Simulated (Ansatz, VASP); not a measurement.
One calculation of KCl, two programs

```xyz
2
Lattice="3.6132 0.0000 0.0000 0.0000 3.6132 0.0000 0.0000 0.0000 3.6132" Properties=species:S:1:pos:R:3 pbc="T T T"
K     0.0000    0.0000    0.0000
Cl    1.8066    1.8066    1.8066
```

Alike in both runs: task single point; functional r2SCAN; k mesh 6 × 6 × 6; occupations gaussian, width 0.02 eV; no spin polarisation.

```csv
,VASP,Ansatz
version,VASP 6.6.1,Ansatz 0.2.0
potentials or method,"VASP PAW PBE potentials, release 64 (K_sv, Cl), cutoff 520 eV","scalar-relativistic, plane waves, PAW"
valence electrons in the cell,16,16
```

VASP gave:

| Property | Result |
| --- | --- |
| gap on the k mesh at the Fermi level (eV) | 6.51 |
| least direct gap on the mesh (eV) | 6.74 |
| pressure (GPa) | 4.0 |

What did Ansatz give for the same quantities?

gap on the k mesh at the Fermi level (eV): 6.50; least direct gap on the mesh (eV): 6.73; pressure (GPa): 4.0.

VASP's potentials were made for PBE, not for r2SCAN. The functional is the same, so the differences come from potentials, cutoffs and numerics.
